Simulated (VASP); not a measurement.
# MgO (P6_3/mmc) in VASP: notebook

Aim: see how the results for MgO move with the level of theory and the settings. Levels: LDA, PBE. Tasks: single point, vibrations by perturbation theory.

Program: VASP 6.6.1. These are calculated values, not measurements. Logs are shortened: lines on timing, memory, paths and dates and some standing lists are left out, and cuts for length are marked.

**1. The cell of the first run**

Symmetry: P6_3/mmc, No. 194, hexagonal system. Conventional cell: a = 3.521 Å, b = 3.521 Å, c = 4.237 Å, α = 90.00°, β = 90.00°, γ = 120.00°. Within 2.7 Å of Mg (site symmetry -6m2) lie 5 O at 2.03 to 2.12 Å. O (site symmetry -6m2) has 5 Mg at 2.03 to 2.12 Å within 2.7 Å.

**2. Single point, LDA**

Contents of POSCAR:

```
MgO
1.0
    3.5209243497      0.0000000000      0.0000000000
   -1.7604621748      3.0492099316      0.0000000000
    0.0000000000      0.0000000000      4.2373703186
Mg O
2 2
Direct
    0.6666666667      0.3333333333      0.7500000000
    0.3333333333      0.6666666667      0.2500000000
    0.6666666667      0.3333333333      0.2500000000
    0.3333333333      0.6666666667      0.7500000000
```

Contents of INCAR.step1:

```
PREC = Accurate
ENCUT = 520
EDIFF = 1E-7
ISMEAR = 0
SIGMA = 0.02
LREAL = F
LASPH = T
NELM = 100
ALGO = Normal
ISIF = 2
LWAVE = F
LCHARG = T
NBANDS = 16
```

Contents of KPOINTS.step1:

```
regular mesh
0
Gamma
  9 9 6
```

Contents of INCAR.step2:

```
PREC = Accurate
ENCUT = 520
EDIFF = 1E-7
ISMEAR = -5
SIGMA = 0.02
LREAL = F
LASPH = T
NELM = 100
ALGO = Normal
ISIF = 2
LWAVE = F
LCHARG = F
LORBIT = 10
NEDOS = 1001
ICHARG = 11
```

Contents of KPOINTS.step2:

```
regular mesh
0
Gamma
  14 14 9
```

Potentials or basis: VASP PAW LDA potentials, release 64 (Mg, O).

Command:

```console
$ cat potpaw_LDA.64/Mg/POTCAR potpaw_LDA.64/O/POTCAR > POTCAR
$ cp INCAR.step1 INCAR
$ cp KPOINTS.step1 KPOINTS
$ mpirun -np 1 vasp_std > vasp.out
$ cp INCAR.step2 INCAR
$ cp KPOINTS.step2 KPOINTS
$ mpirun -np 1 vasp_std > vasp.out
```

OUTCAR:

```text
PREC = Accurate
   ENCUT = 520
   EDIFF = 1E-7
   ISMEAR = -5
   LREAL = F
   LASPH = T
   NELM = 100
   ISIF = 2
   LORBIT = 10
   ICHARG = 11

 ion  position               nearest neighbor table
   1  0.667  0.333  0.750-   4 2.03   4 2.03   4 2.03   3 2.12   3 2.12   2 2.94   2 2.94   2 2.94
                             2 2.94   2 2.94   2 2.94
   2  0.333  0.667  0.250-   3 2.03   3 2.03   3 2.03   4 2.12   4 2.12   1 2.94   1 2.94   1 2.94
                             1 2.94   1 2.94   1 2.94
   3  0.667  0.333  0.250-   2 2.03   2 2.03   2 2.03   1 2.12   1 2.12
   4  0.333  0.667  0.750-   1 2.03   1 2.03   1 2.03   2 2.12   2 2.12

  LATTYP: Found a hexagonal cell.
 ALAT       =     3.5209243497
 C/A-ratio  =     1.2034823523

  Lattice vectors:

 A1 = (   3.5209243497,   0.0000000000,   0.0000000000)
 A2 = (  -1.7604621748,   3.0492099316,   0.0000000000)
 A3 = (   0.0000000000,   0.0000000000,   4.2373703186)

Analysis of symmetry for initial positions (statically):
=====================================================================
 Subroutine PRICEL returns:
 Original cell was already a primitive cell.

 Routine SETGRP: Setting up the symmetry group for a
 hexagonal supercell.

 Subroutine GETGRP returns: Found 24 space group operations
 (whereof 12 operations were pure point group operations)
 out of a pool of 24 trial point group operations.

The static configuration has the point symmetry D_3d.
 The point group associated with its full space group is D_6h.

Analysis of symmetry for dynamics (positions and initial velocities):
=====================================================================
 Subroutine PRICEL returns:
 Original cell was already a primitive cell.

 Routine SETGRP: Setting up the symmetry group for a
 hexagonal supercell.

 Subroutine GETGRP returns: Found 24 space group operations
 (whereof 12 operations were pure point group operations)
 out of a pool of 24 trial point group operations.

The dynamic configuration has the point symmetry D_3d.
 The point group associated with its full space group is D_6h.

 Subroutine INISYM returns: Found 24 space group operations
 (whereof 12 operations are pure point group operations),
 and found     1 'primitive' translations

----------------------------------------------------------------------------------------

                                     Primitive cell

  volume of cell :      45.4926

  direct lattice vectors                    reciprocal lattice vectors
     3.520924350  0.000000000  0.000000000     0.284016327  0.163976903  0.000000000
    -1.760462175  3.049209932  0.000000000     0.000000000  0.327953805  0.000000000
     0.000000000  0.000000000  4.237370319     0.000000000  0.000000000  0.235995423

  length of vectors
     3.520924350  3.520924350  4.237370319     0.327953805  0.327953805  0.235995423

  position of ions in fractional coordinates (direct lattice)
     0.666666667  0.333333333  0.750000000
     0.333333333  0.666666667  0.250000000
     0.666666667  0.333333333  0.250000000
     0.333333333  0.666666667  0.750000000

  ion indices of the primitive-cell ions
   primitive index   ion index
                 1           1
                 2           2
                 3           3
                 4           4

----------------------------------------------------------------------------------------

 KPOINTS: regular mesh

Automatic generation of k-mesh.
 Grid dimensions read from file:
 generate k-points for:   14   14    9

 Generating k-lattice:

  Cartesian coordinates                     Fractional coordinates (reciprocal lattice)
     0.020286880  0.011712636  0.000000000     0.071428571 -0.000000000  0.000000000
     0.000000000  0.023425272  0.000000000     0.000000000  0.071428571  0.000000000
     0.000000000  0.000000000  0.026221714     0.000000000  0.000000000  0.111111111

  Length of vectors
     0.023425272  0.023425272  0.026221714

  Shift w.r.t. Gamma in fractional coordinates (k-lattice)
     0.000000000  0.000000000  0.000000000

 TETIRR: Found   1729 inequivalent tetrahedra from    10584

 Subroutine IBZKPT returns following result:
 ===========================================

 Found    120 irreducible k-points:

 Following reciprocal coordinates:
            Coordinates               Weight
  0.000000  0.000000  0.000000      1.000000
  0.071429  0.000000  0.000000      6.000000
  0.142857  0.000000  0.000000      6.000000
  0.214286  0.000000  0.000000      6.000000
  0.285714  0.000000  0.000000      6.000000
  0.357143  0.000000  0.000000      6.000000
[... 16 lines left out ...]
  0.285714  0.285714  0.000000      6.000000
  0.357143  0.285714  0.000000      6.000000
 [... further k-points ...]
   k-points           NKPTS =    120   k-points in BZ     NKDIM =    120   number of bands    NBANDS=     12
   number of dos      NEDOS =   1001   number of ions     NIONS =      4
   total plane-waves  NPLWV =  25088
   dimension x,y,z NGX =    28 NGY =   28 NGZ =   32
   dimension x,y,z NGXF=    56 NGYF=   56 NGZF=   64
   ions per type =               2   2
   NGX,Y,Z   is equivalent  to a cutoff of  13.22, 13.22, 12.55 a.u.
   NGXF,Y,Z  is equivalent  to a cutoff of  26.44, 26.44, 25.11 a.u.
 SYSTEM =  unknown system
   PREC   = accura    normal or accurate (medium, high low for compatibility)
   ISTART =      0    job   : 0-new  1-cont  2-samecut
   ICHARG =     11    charge: 1-file 2-atom 10-const
   ISPIN  =      1    spin polarized calculation?
   LNONCOLLINEAR =      F non collinear calculations
   LSORBIT =      F    spin-orbit coupling
   LASPH  =      T    aspherical Exc in radial PAW
   ENCUT  =  520.0 eV  38.22 Ry    6.18 a.u.   6.55  6.55  7.88*2*pi/ulx,y,z
   NELM   =    100;   NELMIN=  2; NELMDL=  0     # of ELM steps
   EDIFF  = 0.1E-06   stopping-criterion for ELM
   LREAL  =      F    real-space projection
   EDIFFG = 0.1E-05   stopping-criterion for IOM
   NSW    =      0    number of steps for IOM
   IBRION =     -1    ionic relax: 0-MD 1-quasi-New 2-CG
   NFREE  =      0    steps in history (QN), initial steepest desc. (CG)
   ISIF   =      2    stress and relaxation
   ISYM   =      2    0-nonsym 1-usesym 2-fastsym
   POTIM  = 0.5000    time-step for ionic-motion
   TEBEG  =    0.0;   TEEND  =   0.0 temperature during run
   PSTRESS=    0.0 pullay stress
   NELECT =      16.0000    total number of electrons
   NUPDOWN=      -1.0000    fix difference up-down
   EMIN   =  10.00;   EMAX   =-10.00  energy-range for DOS
   EFERMI =   0.00;   METHOD = LEGACY
   ISMEAR =    -5;   SIGMA  =   0.02  broadening in eV -4-tet -1-fermi 0-gaus
   EFERMI_NEDOS =   21; number of points for ismear=-14 and -15
   IALGO  =     38    algorithm
   IMIX   =      4    mixing-type and parameters
     AMIX     =   0.40;   BMIX     =  1.00
     AMIX_MAG =   1.60;   BMIX_MAG =  1.00
  volume/ion in A,a.u.               =      11.37        76.75
  Fermi-wavevector in a.u.,A,eV,Ry     =   1.155584  2.183736 18.168857  1.335373
  Thomas-Fermi vector in A             =   2.292211
   LORBIT       =     10    0 simple, 1 ext, 2 COOP (PROOUT), +10 PAW based schemes
   GGA     = CA    functional components
   LHFCALC =     F    Hartree Fock is set to
   AEXX    =    0.0000 exact exchange contribution
   IVDW    =     0    specifies the selected vdW correction
   LEPSILON=     F    determine dielectric tensor
   LRPA    =     F    only Hartree local field effects (RPA)
 non-spin polarized calculation
 Fermi weights with tetrahedron method with Bloechl corrections
  energy-cutoff  :      520.00
  volume of cell :       45.49
 maximum number of plane-waves:      1258
 NGX is ok and might be reduce to    28

 number of electron      15.9999990 magnetization

 Free energy of the ion-electron system (eV)
  ---------------------------------------------------
  ext. energy  EPLUGINS =         0.00000000
  ---------------------------------------------------
  free energy    TOTEN  =       -26.42436231 eV

  energy without entropy =      -26.42436231  energy(sigma->0) =      -26.42436231

 E-fermi :   1.4884     XC(G=0): -10.4507

 val. band max:        1.4659984591   @ k =   0.0000   0.0000   0.0000
 cond. band min:       4.6235476946   @ k =   0.0000   0.0000   0.0000
 fundamental gap:      3.1575492355
 Fermi energy:         1.4883736757

 k-point     1 :       0.0000    0.0000    0.0000
  band No.  band energies     occupation
      1     -15.0467      2.00000
      2     -13.6683      2.00000
      3      -2.1319      2.00000
      4      -0.2278      2.00000
      5      -0.2278      2.00000
      6       0.6869      2.00000
      7       0.6869      2.00000
      8       1.4660      2.00000
      9       4.6235      0.00000
     10      10.4103      0.00000
     11      13.2231      0.00000
     12      13.5238      0.00000

 k-point     2 :       0.0714    0.0000    0.0000
  band No.  band energies     occupation
      1     -15.0216      2.00000
      2     -13.6721      2.00000
      3      -2.0922      2.00000
      4      -0.3075      2.00000
      5      -0.2697      2.00000
      6       0.5423      2.00000
      7       0.7113      2.00000
      8       1.4252      2.00000
      9       4.8580      0.00000
     10      10.5446      0.00000
     11      13.1424      0.00000
     12      13.1799      0.00000
[... 316 lines left out ...]
 k-point    24 :       0.3571    0.2857    0.0000
  band No.  band energies     occupation
      1     -14.1650      2.00000
      2     -14.0540      2.00000
      3      -2.1015      2.00000
      4      -0.7803      2.00000
      5      -0.6276      2.00000
      6      -0.4595      2.00000
      7      -0.1848      2.00000
      8       0.5914      2.00000
      9       8.4877      0.00000
     10      10.2319      0.00000
     11      11.3781      0.00000
     12      12.0449      0.00000

 [... further k-points ...]

------------------------ aborting loop because EDIFF is reached ----------------------------------------

  FORCE on cell =-STRESS in cart. coord.  units (eV):
  Direction    XX          YY          ZZ          XY          YZ          ZX
  --------------------------------------------------------------------------------------
  -------------------------------------------------------------------------------------
  Total       -2.6589736     -2.6589736     -2.9151303     -0.0000000     -0.0000000      0.0000000
  in kB      -93.6449083    -93.6449083   -102.6663467     -0.0000000     -0.0000000      0.0000000
  external PRESSURE =     -96.6520544 kB  Pullay stress =       0.0000000 kB

 VOLUME and BASIS-vectors are now :
 -----------------------------------------------------------------------------
  energy-cutoff  :      520.00
  volume of cell :       45.49
      direct lattice vectors                 reciprocal lattice vectors
     3.520924350  0.000000000  0.000000000     0.284016327  0.163976903  0.000000000
    -1.760462175  3.049209932  0.000000000     0.000000000  0.327953805  0.000000000
     0.000000000  0.000000000  4.237370319     0.000000000  0.000000000  0.235995423

 POSITION                                       TOTAL-FORCE (eV/Angst)
 -----------------------------------------------------------------------------------
      1.76046      1.01640      3.17803        -0.000000      0.000000      0.000000
     -0.00000      2.03281      1.05934        -0.000000      0.000000      0.000000
      1.76046      1.01640      1.05934         0.000000     -0.000000      0.000000
     -0.00000      2.03281      3.17803        -0.000000      0.000000      0.000000
 -----------------------------------------------------------------------------------
    total drift:                               -0.000000      0.000000     -0.000000

  FREE ENERGIE OF THE ION-ELECTRON SYSTEM (eV)
  ---------------------------------------------------
  free  energy   TOTEN  =       -26.4243623133 eV

  energy  without entropy=      -26.4243623133  energy(sigma->0) =      -26.42436231

 total charge

# of ion       s       p       d       tot
------------------------------------------
    1        0.159   0.184   0.075   0.418
    2        0.159   0.184   0.075   0.418
    3        1.532   3.517   0.000   5.049
    4        1.532   3.517   0.000   5.049
--------------------------------------------------
tot          3.381   7.402   0.150  10.934
```

It took 30 s on 1 thread of Intel Xeon 6975P-C (Granite Rapids), shared host; peak memory 0.19 GiB.

What came out:

* Valence electrons inside the program's atomic spheres: Mg 0.42; O 5.05

(Part 1 of 2 ends here.)
